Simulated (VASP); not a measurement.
# BAs (rocksalt type) (Fm-3m) in VASP: density of states with PBEsol

Aim: the density of states of BAs (rocksalt type) with PBEsol.

All numbers are computed with VASP 6.6.1; they aren't measurements. Logs are shortened: lines on timing, memory, paths and dates and some standing lists are left out, and cuts for length are marked.

## (1) The cell of the first run

The structure is cubic, space group Fm-3m (No. 225). The conventional cell has a = 4.569 Å, b = 4.569 Å, c = 4.569 Å, α = 90.00°, β = 90.00°, γ = 90.00°. Within 3.0 Å of B (site symmetry m-3m) lie 6 As at 2.28 Å. As (site symmetry m-3m) has 6 B at 2.28 Å within 3.0 Å.

## (2) Density of states, PBEsol

Input file POSCAR:

```
BAs
1.0
    0.0000000000      2.2843452941      2.2843452941
    2.2843452941      0.0000000000      2.2843452941
    2.2843452941      2.2843452941      0.0000000000
B As
1 1
Direct
    0.0000000000      0.0000000000      0.0000000000
    0.5000000000      0.5000000000      0.5000000000
```

Input file INCAR.step1:

```
ALGO     = Normal         # electronic algorithm
EDIFF    = 1E-7           # SCF threshold, eV
ENCUT    = 520            # plane-wave cutoff, eV
GGA      = PS             # functional
ISIF     = 2              # what is computed and relaxed
ISMEAR   = -1             # smearing method
LASPH    = True           # aspherical terms in the spheres
LCHARG   = True           # write CHGCAR
LREAL    = False          # projectors in reciprocal space
LWAVE    = False          # write WAVECAR
NBANDS   = 11             # bands
NELM     = 80             # most SCF steps
PREC     = Accurate       # precision mode
SIGMA    = 0.1            # smearing width, eV
```

Input file KPOINTS.step1:

```
k-points
0
Gamma
  17 17 17
```

Input file INCAR.step2:

```
ALGO     = Normal         # electronic algorithm
EDIFF    = 1E-7           # SCF threshold, eV
ENCUT    = 520            # plane-wave cutoff, eV
GGA      = PS             # functional
ICHARG   = 11             # starting density
ISIF     = 2              # what is computed and relaxed
ISMEAR   = -5             # smearing method
LASPH    = True           # aspherical terms in the spheres
LCHARG   = False          # write CHGCAR
LORBIT   = 10             # projections on sites
LREAL    = False          # projectors in reciprocal space
LWAVE    = False          # write WAVECAR
NBANDS   = 11             # bands
NEDOS    = 1001           # points of the DOS
NELM     = 80             # most SCF steps
PREC     = Accurate       # precision mode
SIGMA    = 0.1            # smearing width, eV
```

Input file KPOINTS.step2:

```
k-points
0
Gamma
  26 26 26
```

Potentials or basis: VASP PAW PBE potentials, release 64 (B, As).

On the command line:

```
cat potpaw_PBE.64/B/POTCAR potpaw_PBE.64/As/POTCAR > POTCAR
cp INCAR.step1 INCAR
cp KPOINTS.step1 KPOINTS
mpirun -np 1 vasp_std > vasp.out
cp INCAR.step2 INCAR
cp KPOINTS.step2 KPOINTS
mpirun -np 1 vasp_std > vasp.out
```

OUTCAR:

```text
EDIFF = 1E-7
   ENCUT = 520
   GGA = PS
   ICHARG = 11
   ISIF = 2
   ISMEAR = -5
   LASPH = True
   LORBIT = 10
   LREAL = False
   NELM = 80
   PREC = Accurate

 ion  position               nearest neighbor table
   1  0.000  0.000  0.000-   2 2.28   2 2.28   2 2.28   2 2.28   2 2.28   2 2.28
   2  0.500  0.500  0.500-   1 2.28   1 2.28   1 2.28   1 2.28   1 2.28   1 2.28

  LATTYP: Found a face centered cubic cell.
 ALAT       =     4.5686905882

  Lattice vectors:

 A1 = (   0.0000000000,   2.2843452941,   2.2843452941)
 A2 = (   2.2843452941,   0.0000000000,   2.2843452941)
 A3 = (   2.2843452941,   2.2843452941,   0.0000000000)

Analysis of symmetry for initial positions (statically):
=====================================================================
 Subroutine PRICEL returns:
 Original cell was already a primitive cell.

 Routine SETGRP: Setting up the symmetry group for a
 face centered cubic supercell.

 Subroutine GETGRP returns: Found 48 space group operations
 (whereof 48 operations were pure point group operations)
 out of a pool of 48 trial point group operations.

The static configuration has the point symmetry O_h .

Analysis of symmetry for dynamics (positions and initial velocities):
=====================================================================
 Subroutine PRICEL returns:
 Original cell was already a primitive cell.

 Routine SETGRP: Setting up the symmetry group for a
 face centered cubic supercell.

 Subroutine GETGRP returns: Found 48 space group operations
 (whereof 48 operations were pure point group operations)
 out of a pool of 48 trial point group operations.

The dynamic configuration has the point symmetry O_h .

 Subroutine INISYM returns: Found 48 space group operations
 (whereof 48 operations are pure point group operations),
 and found     1 'primitive' translations

----------------------------------------------------------------------------------------

                                     Primitive cell

  volume of cell :      23.8405

  direct lattice vectors                    reciprocal lattice vectors
     0.000000000  2.284345294  2.284345294    -0.218881095  0.218881095  0.218881095
     2.284345294  0.000000000  2.284345294     0.218881095 -0.218881095  0.218881095
     2.284345294  2.284345294  0.000000000     0.218881095  0.218881095 -0.218881095

  length of vectors
     3.230552096  3.230552096  3.230552096     0.379113178  0.379113178  0.379113178

  position of ions in fractional coordinates (direct lattice)
     0.000000000  0.000000000  0.000000000
     0.500000000  0.500000000  0.500000000

  ion indices of the primitive-cell ions
   primitive index   ion index
                 1           1
                 2           2

----------------------------------------------------------------------------------------

 KPOINTS: k-points

Automatic generation of k-mesh.
 Grid dimensions read from file:
 generate k-points for:   26   26   26

 Generating k-lattice:

  Cartesian coordinates                     Fractional coordinates (reciprocal lattice)
    -0.008418504  0.008418504  0.008418504     0.038461538  0.000000000  0.000000000
     0.008418504 -0.008418504  0.008418504     0.000000000  0.038461538  0.000000000
     0.008418504  0.008418504 -0.008418504     0.000000000  0.000000000  0.038461538

  Length of vectors
     0.014581276  0.014581276  0.014581276

  Shift w.r.t. Gamma in fractional coordinates (k-lattice)
     0.000000000  0.000000000  0.000000000

 TETIRR: Found   2360 inequivalent tetrahedra from   105456

 Subroutine IBZKPT returns following result:
 ===========================================

 Found    511 irreducible k-points:

 Following reciprocal coordinates:
            Coordinates               Weight
  0.000000  0.000000  0.000000      1.000000
  0.038462  0.000000  0.000000      8.000000
  0.076923  0.000000  0.000000      8.000000
  0.115385  0.000000  0.000000      8.000000
  0.153846  0.000000  0.000000      8.000000
  0.192308  0.000000  0.000000      8.000000
[... 16 lines left out ...]
  0.346154  0.038462  0.000000     24.000000
  0.384615  0.038462  0.000000     24.000000
 [... further k-points ...]
   k-points           NKPTS =    511   k-points in BZ     NKDIM =    511   number of bands    NBANDS=     11
   number of dos      NEDOS =   1001   number of ions     NIONS =      2
   total plane-waves  NPLWV =  13824
   dimension x,y,z NGX =    24 NGY =   24 NGZ =   24
   dimension x,y,z NGXF=    48 NGYF=   48 NGZF=   48
   ions per type =               1   1
   NGX,Y,Z   is equivalent  to a cutoff of  12.35, 12.35, 12.35 a.u.
   NGXF,Y,Z  is equivalent  to a cutoff of  24.70, 24.70, 24.70 a.u.
 SYSTEM =  unknown system
   PREC   = accura    normal or accurate (medium, high low for compatibility)
   ISTART =      0    job   : 0-new  1-cont  2-samecut
   ICHARG =     11    charge: 1-file 2-atom 10-const
   ISPIN  =      1    spin polarized calculation?
   LNONCOLLINEAR =      F non collinear calculations
   LSORBIT =      F    spin-orbit coupling
   LASPH  =      T    aspherical Exc in radial PAW
   ENCUT  =  520.0 eV  38.22 Ry    6.18 a.u.   6.01  6.01  6.01*2*pi/ulx,y,z
   NELM   =     80;   NELMIN=  2; NELMDL=  0     # of ELM steps
   EDIFF  = 0.1E-06   stopping-criterion for ELM
   LREAL  =      F    real-space projection
   EDIFFG = 0.1E-05   stopping-criterion for IOM
   NSW    =      0    number of steps for IOM
   IBRION =     -1    ionic relax: 0-MD 1-quasi-New 2-CG
   NFREE  =      0    steps in history (QN), initial steepest desc. (CG)
   ISIF   =      2    stress and relaxation
   ISYM   =      2    0-nonsym 1-usesym 2-fastsym
   POTIM  = 0.5000    time-step for ionic-motion
   TEBEG  =    0.0;   TEEND  =   0.0 temperature during run
   PSTRESS=    0.0 pullay stress
   NELECT =       8.0000    total number of electrons
   NUPDOWN=      -1.0000    fix difference up-down
   EMIN   =  10.00;   EMAX   =-10.00  energy-range for DOS
   EFERMI =   0.00;   METHOD = LEGACY
   ISMEAR =    -5;   SIGMA  =   0.10  broadening in eV -4-tet -1-fermi 0-gaus
   EFERMI_NEDOS =   21; number of points for ismear=-14 and -15
   IALGO  =     38    algorithm
   IMIX   =      4    mixing-type and parameters
     AMIX     =   0.40;   BMIX     =  1.00
     AMIX_MAG =   1.60;   BMIX_MAG =  1.00
  volume/ion in A,a.u.               =      11.92        80.44
  Fermi-wavevector in a.u.,A,eV,Ry     =   1.137627  2.149803 17.608583  1.294194
  Thomas-Fermi vector in A             =   2.274332
   LORBIT       =     10    0 simple, 1 ext, 2 COOP (PROOUT), +10 PAW based schemes
   GGA     = PS    functional components
   LHFCALC =     F    Hartree Fock is set to
   AEXX    =    0.0000 exact exchange contribution
   IVDW    =     0    specifies the selected vdW correction
   LEPSILON=     F    determine dielectric tensor
   LRPA    =     F    only Hartree local field effects (RPA)
 non-spin polarized calculation
 Fermi weights with tetrahedron method with Bloechl corrections
  energy-cutoff  :      520.00
  volume of cell :       23.84
 maximum number of plane-waves:       654

 number of electron       7.9999999 magnetization

 Free energy of the ion-electron system (eV)
  ---------------------------------------------------
  ext. energy  EPLUGINS =         0.00000000
  ---------------------------------------------------
  free energy    TOTEN  =       -10.53942216 eV

  energy without entropy =      -10.53942216  energy(sigma->0) =      -10.53942216

 E-fermi :   7.5680     XC(G=0): -11.6329

 val. band max:        7.6797941367   @ k =   0.3077   0.0000   0.0000
 cond. band min:       7.5053471006   @ k =   0.1538   0.0000   0.0000
 fundamental gap:     -0.1744470361
 Fermi energy:         7.5680309874

 k-point     1 :       0.0000    0.0000    0.0000
  band No.  band energies     occupation
      1      -8.6782      2.00000
      2       7.5319      2.00000
      3       7.5319      2.00000
      4       7.5319      2.00000
      5      11.4530      0.00000
      6      15.4041      0.00000
      7      15.4041      0.00000
      8      15.4041      0.00000
      9      16.3834      0.00000
     10      16.3834      0.00000
     11      16.3834      0.00000

 k-point     2 :       0.0385    0.0000    0.0000
  band No.  band energies     occupation
      1      -8.6493      2.00000
      2       7.2956      2.00000
      3       7.5284      2.00000
      4       7.5284      1.94122
      5      11.5778      0.00000
      6      15.2326      0.00000
      7      15.2326      0.00000
      8      15.3500      0.00000
      9      16.3402      0.00000
     10      16.4517      0.00000
     11      16.4517      0.00000

 k-point     3 :       0.0769    0.0000    0.0000
  band No.  band energies     occupation
      1      -8.5626      2.00000
      2       6.6828      2.00000
      3       7.5197      2.00000
      4       7.5197      1.71646
      5      11.8522      0.00000
      6      14.7890      0.00000
      7      14.7891      0.00000
      8      15.1951      0.00000
      9      16.2907      0.00000
     10      16.6477      0.00000
     11      16.6477      0.00000
[... 267 lines left out ...]
 k-point    23 :       0.3462    0.0385    0.0000
  band No.  band energies     occupation
      1      -6.5375      2.00000
      2       0.3804      2.00000
      3       7.2120      2.02089
      4       8.1357      0.00000
      5       9.7671      0.00000
      6      11.2994      0.00000
      7      12.2943      0.00000
      8      13.7329      0.00000
      9      18.8292      0.00000
     10      20.6098      0.00000
     11      21.2180      0.00000

 k-point    24 :       0.3846    0.0385    0.0000
  band No.  band energies     occupation
      1      -6.0547      2.00000
      2      -0.4941      2.00000
      3       7.3390      1.96023
      4       8.3005      0.00000
      5       9.2697      0.00000
      6      10.7866      0.00000
      7      12.2213      0.00000
      8      13.5521      0.00000
      9      19.5823      0.00000
     10      21.4342      0.00000
     11      22.1453      0.00000

 [... further k-points ...]

------------------------ aborting loop because EDIFF is reached ----------------------------------------

  FORCE on cell =-STRESS in cart. coord.  units (eV):
  Direction    XX          YY          ZZ          XY          YZ          ZX
  --------------------------------------------------------------------------------------
  -------------------------------------------------------------------------------------
  Total        0.0819157      0.0819157      0.0819157      0.0000000      0.0000000     -0.0000000
  in kB        5.5050667      5.5050667      5.5050667      0.0000000      0.0000000     -0.0000000
  external PRESSURE =       5.5050667 kB  Pullay stress =       0.0000000 kB

 VOLUME and BASIS-vectors are now :
 -----------------------------------------------------------------------------
  energy-cutoff  :      520.00
  volume of cell :       23.84
      direct lattice vectors                 reciprocal lattice vectors
     0.000000000  2.284345294  2.284345294    -0.218881095  0.218881095  0.218881095
     2.284345294  0.000000000  2.284345294     0.218881095 -0.218881095  0.218881095
     2.284345294  2.284345294  0.000000000     0.218881095  0.218881095 -0.218881095

 POSITION                                       TOTAL-FORCE (eV/Angst)
 -----------------------------------------------------------------------------------
      0.00000      0.00000      0.00000         0.000000      0.000000      0.000000
      2.28435      2.28435      2.28435         0.000000      0.000000      0.000000
 -----------------------------------------------------------------------------------
    total drift:                                0.000000     -0.000000     -0.000000

  FREE ENERGIE OF THE ION-ELECTRON SYSTEM (eV)
  ---------------------------------------------------
  free  energy   TOTEN  =       -10.5394221600 eV

  energy  without entropy=      -10.5394221600  energy(sigma->0) =      -10.53942216

 total charge

# of ion       s       p       d       tot
------------------------------------------
    1        0.709   0.963   0.000   1.672
    2        1.250   1.416   0.105   2.771
--------------------------------------------------
tot          1.959   2.379   0.105   4.443
```

Wall time 2.9 min (1 thread of AMD EPYC 7R43 (Zen 3), shared host); peak memory 0.21 GiB.

Results:

* Valence electrons inside the program's atomic spheres: B 1.67; As 2.77

Levels at points of the mesh, in eV from the Fermi level:
```tsv
k point	band 2	band 3	band 4	band 5	band 6	band 7
(0.00, 0.00, 0.00)	-0.04	-0.04	-0.04	3.88	7.84	7.84
(0.50, 0.00, 0.00)	-9.94	1.02	1.02	1.33	1.33	4.24
(0.50, 0.50, 0.00)	-8.19	-3.88	-3.88	-3.30	3.47	10.85
```

Caveat: the PAW data sets were made with another functional, which shifts forces and pressure a little; tetrahedron occupations give inexact forces and stress in metals.
